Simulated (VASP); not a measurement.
# GaAs (F-43m) in VASP: vibrations by perturbation theory with PBEsol

Aim: the vibrations by perturbation theory of GaAs with PBEsol.

Everything below comes from runs of VASP 6.6.1. Logs are shortened: lines on timing, memory, paths and dates and some standing lists are left out, and cuts for length are marked.

### Step 1. The cell of the first run

It takes space group F-43m (No. 216, cubic). The conventional cell has a = 5.658 Å, b = 5.658 Å, c = 5.658 Å, α = 90.00°, β = 90.00°, γ = 90.00°. Ga (site symmetry -43m) has 4 As at 2.45 Å within 3.2 Å. Within 3.2 Å of As (site symmetry -43m) lie 4 Ga at 2.45 Å.

### Step 2. Vibrations by perturbation theory, PBEsol

Input file INCAR:

```
SYSTEM = GaAs
PREC = Accurate ; ENCUT = 510
EDIFF = 1E-8 ; ISMEAR = 0
SIGMA = 0.01 ; LREAL = .FALSE.
LASPH = .TRUE. ; NELM = 120
ALGO = Normal ; ISIF = 2
LWAVE = .FALSE. ; LCHARG = .FALSE.
GGA = PS ; IBRION = 8
NSW = 1 ; LEPSILON = .TRUE.
GGA_COMPAT = .FALSE.
```

Input file KPOINTS:

```
Automatic mesh
0
G
  8 8 8
  0 0 0
```

Input file POSCAR:

```
GaAs
1.0
    0.0000000000      2.8289763870      2.8289763870
    2.8289763870      0.0000000000      2.8289763870
    2.8289763870      2.8289763870      0.0000000000
Ga As
1 1
Direct
    0.0000000000      0.0000000000      0.0000000000
    0.7500000000      0.7500000000      0.7500000000
```

Potentials or basis: VASP PAW PBE potentials, release 64 (Ga_d, As_d).

The run is started by

```
cat potpaw_PBE.64/Ga_d/POTCAR potpaw_PBE.64/As_d/POTCAR > POTCAR
mpirun -np 1 vasp_std > vasp.out
```

OUTCAR:

```text
SYSTEM = GaAs
   PREC = Accurate
   ENCUT = 510
   EDIFF = 1E-8
   ISMEAR = 0
   LREAL = .FALSE.
   LASPH = .TRUE.
   NELM = 120
   ISIF = 2
   GGA = PS
   IBRION = 8
   NSW = 1
   LEPSILON = .TRUE.

 ion  position               nearest neighbor table
   1  0.000  0.000  0.000-   2 2.45   2 2.45   2 2.45   2 2.45
   2  0.750  0.750  0.750-   1 2.45   1 2.45   1 2.45   1 2.45

  LATTYP: Found a face centered cubic cell.
 ALAT       =     5.6579527740

  Lattice vectors:

 A1 = (   0.0000000000,   2.8289763870,   2.8289763870)
 A2 = (   2.8289763870,   0.0000000000,   2.8289763870)
 A3 = (   2.8289763870,   2.8289763870,   0.0000000000)

Analysis of symmetry for initial positions (statically):
=====================================================================
 Subroutine PRICEL returns:
 Original cell was already a primitive cell.

 Routine SETGRP: Setting up the symmetry group for a
 face centered cubic supercell.

 Subroutine GETGRP returns: Found 24 space group operations
 (whereof 24 operations were pure point group operations)
 out of a pool of 48 trial point group operations.

The static configuration has the point symmetry T_d .

Analysis of symmetry for dynamics (positions and initial velocities):
=====================================================================
 Subroutine PRICEL returns:
 Original cell was already a primitive cell.

 Routine SETGRP: Setting up the symmetry group for a
 face centered cubic supercell.

 Subroutine GETGRP returns: Found 24 space group operations
 (whereof 24 operations were pure point group operations)
 out of a pool of 48 trial point group operations.

The dynamic configuration has the point symmetry T_d .

 Subroutine INISYM returns: Found 24 space group operations
 (whereof 24 operations are pure point group operations),
 and found     1 'primitive' translations

[... 737 lines left out ...]
     0.00000  6.23785  0.00765

 MACROSCOPIC STATIC DIELECTRIC TENSOR (including local field effects in DFT)
 ------------------------------------------------------
          39.847829     0.000000    -0.000000
           0.000000    39.847829    -0.000000
           0.000000     0.000000    39.847829
 ------------------------------------------------------

 PIEZOELECTRIC TENSOR (including local field effects)  for field in x, y, z        (e  Angst)
          XX          YY          ZZ          XY          YZ          ZX
  --------------------------------------------------------------------------------
  x    -0.00000     0.00000     0.00000     0.00000     3.62794     0.00000
  y     0.00000     0.00000     0.00000     0.00000     0.00000     3.62794
  z     0.00000     0.00000     0.00000     3.62794     0.00000     0.00000

 PIEZOELECTRIC TENSOR (including local field effects)  for field in x, y, z        (C/m^2)
          XX          YY          ZZ          XY          YZ          ZX
  --------------------------------------------------------------------------------
  x    -0.00000     0.00000     0.00000     0.00000     1.28367     0.00000
  y     0.00000     0.00000     0.00000     0.00000     0.00000     1.28367
  z     0.00000     0.00000     0.00000     1.28367     0.00000     0.00000

 BORN EFFECTIVE CHARGES (including local field effects) (in |e|, cummulative output)
 ---------------------------------------------------------------------------------
 ion    1
    1     2.33488     0.00000     0.00000
    2     0.00000     2.33488     0.00000
    3     0.00000     0.00000     2.33488
 ion    2
    1    -2.33488     0.00000     0.00000
    2     0.00000    -2.33488     0.00000
    3     0.00000     0.00000    -2.33488

 INTERNAL STRAIN TENSOR FOR ION    2 for displacements in x,y,z  (eV/Angst):
          X           Y           Z          XY          YZ          ZX
  --------------------------------------------------------------------------------
  x     0.00000     0.00000     0.00000     0.00000     6.23785     0.00000
  y     0.00000    -0.00000     0.00000     0.00000     0.00000     6.23785
  z     0.00000     0.00000     0.00000     6.23785     0.00000     0.00000

 SECOND DERIVATIVES (NOT SYMMETRIZED)
 ------------------------------------
               1X          1Y          1Z          2X          2Y          2Z
  1X    -9.088651    0.000000    0.000000    9.088651    0.000000    0.000000
  1Y     0.000000   -9.088651    0.000000    0.000000    9.088651    0.000000
  1Z     0.000000    0.000000   -9.088651    0.000000    0.000000    9.088651
  2X     9.238172    0.000000    0.000000   -9.238172    0.000000    0.000000
  2Y     0.000000    9.238172    0.000000    0.000000   -9.238172    0.000000
  2Z     0.000000    0.000000    9.238172    0.000000    0.000000   -9.238172

 Eigenvectors and eigenvalues of the dynamical matrix
 ----------------------------------------------------

   1 f  =    7.873689 THz    49.471845 2PiTHz  262.637986 cm-1    32.562946 meV
             X         Y         Z           dx          dy          dz
      0.000000  0.000000  0.000000     0.000000    0.716865    0.000000
      4.243465  4.243465  4.243465     0.000000   -0.697212    0.000000
[... 21 lines left out ...]
   6 f/i=    0.032107 THz     0.201734 2PiTHz    1.070975 cm-1     0.132784 meV
             X         Y         Z           dx          dy          dz
      0.000000  0.000000  0.000000     0.000000    0.000000   -0.697212
      4.243465  4.243465  4.243465     0.000000    0.000000   -0.716865

--------------------------------------------------------------------------------------------------------

 MACROSCOPIC STATIC DIELECTRIC TENSOR IONIC CONTRIBUTION
 ------------------------------------------------------
           2.377413     0.000000     0.000000
           0.000000     2.377413     0.000000
           0.000000     0.000000     2.377413
 ------------------------------------------------------

 ELASTIC MODULI CONTR FROM IONIC RELAXATION (kBar)
 Direction    XX          YY          ZZ          XY          YZ          ZX
 --------------------------------------------------------------------------------
 XX          -0.0000      0.0000     -0.0000     -0.0000     -0.0000     -0.0000
 YY           0.0000     -0.0000     -0.0000     -0.0000      0.0000      0.0000
 ZZ          -0.0000     -0.0000     -0.0000     -0.0000      0.0000     -0.0000
 XY          -0.0000     -0.0000     -0.0000   -148.2991      0.0000      0.0000
 YZ          -0.0000      0.0000      0.0000      0.0000   -148.2991      0.0000
 ZX          -0.0000      0.0000     -0.0000      0.0000      0.0000   -148.2991
 --------------------------------------------------------------------------------

 PIEZOELECTRIC TENSOR IONIC CONTR  for field in x, y, z        (C/m^2)
          XX          YY          ZZ          XY          YZ          ZX
  --------------------------------------------------------------------------------
  x    -0.00000     0.00000     0.00000     0.00000    -0.55872     0.00000
  y    -0.00000     0.00000    -0.00000     0.00000     0.00000    -0.55872
  z    -0.00000    -0.00000    -0.00000    -0.55872     0.00000     0.00000
```

Run time: 22 min. Hardware: 1 thread of Intel Xeon Platinum 8259CL at 2.50GHz (Skylake/Cascade Lake), shared host; peak memory 0.33 GiB.

What came out:

- Electronic dielectric tensor (diagonal): 39.85
- Born charges (mean of the diagonal): Ga +2.33; As -2.33 e
- Highest phonon frequency at Γ, LO-TO splitting left out: 263 cm⁻¹

Phonon frequencies in cm⁻¹ (negative: imaginary):
| q point | frequencies |
| --- | --- |
| (0.000, 0.000, 0.000) | -1 -1 -1 263 263 263 |

Electronic dielectric tensor:
```
39.85  0.00  0.00
 0.00 39.85  0.00
 0.00  0.00 39.85
```

Born effective charge tensors (e):
atom 1, Ga
```
2.33 0.00 0.00
0.00 2.33 0.00
0.00 0.00 2.33
```
atom 2, As
```
-2.33  0.00  0.00
 0.00 -2.33  0.00
 0.00  0.00 -2.33
```
